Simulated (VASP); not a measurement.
Crystal: Ta2N.

```
CELL_PARAMETERS angstrom
3.04932 0.00000 0.00000
-1.52466 2.64079 0.00000
0.00000 0.00000 4.77043
ATOMIC_POSITIONS crystal
Ta 0.33333 0.66667 0.25471
Ta 0.66667 0.33333 0.74529
N 0.00000 0.00000 0.00000
```

Base run:

```yaml
Program: VASP 6.6.1
Functional: r2SCAN
Potentials_or_basis: VASP PAW PBE potentials, release 64 (Ta_sv_GW, N)
Cutoff: 660 eV
k_mesh: 10 × 10 × 6
Occupations: fermi-dirac, width 0.05 eV
Spin: no spin polarisation
```

Its results: band gap on the k mesh zero (an odd number of electrons rules out a gap without spin polarisation); pressure 14.2 GPa; largest force 0.548 eV/Å.

The run is repeated on the same cell with these changes: potentials or basis from VASP PAW PBE potentials, release 64 (Ta_sv_GW, N) to VASP PAW PBE potentials, release 64 (Ta_pv, N); cutoff from 660 eV to 520 eV; further incar settings from ALGO = Normal; EDIFF = 1e-06; NBANDS = 22 to ALGO = Normal; EDIFF = 1e-06; NBANDS = 20; valence electrons from 31 to 27. What comes out?

Band gap on the k mesh zero (an odd number of electrons rules out a gap without spin polarisation); pressure 15.6 GPa; largest force 0.579 eV/Å.

Caveats: the cell stands under pressure; the PAW data sets were made with another functional, which shifts forces and pressure a little; spin-orbit coupling is left out, which moves the levels of the heavy elements.
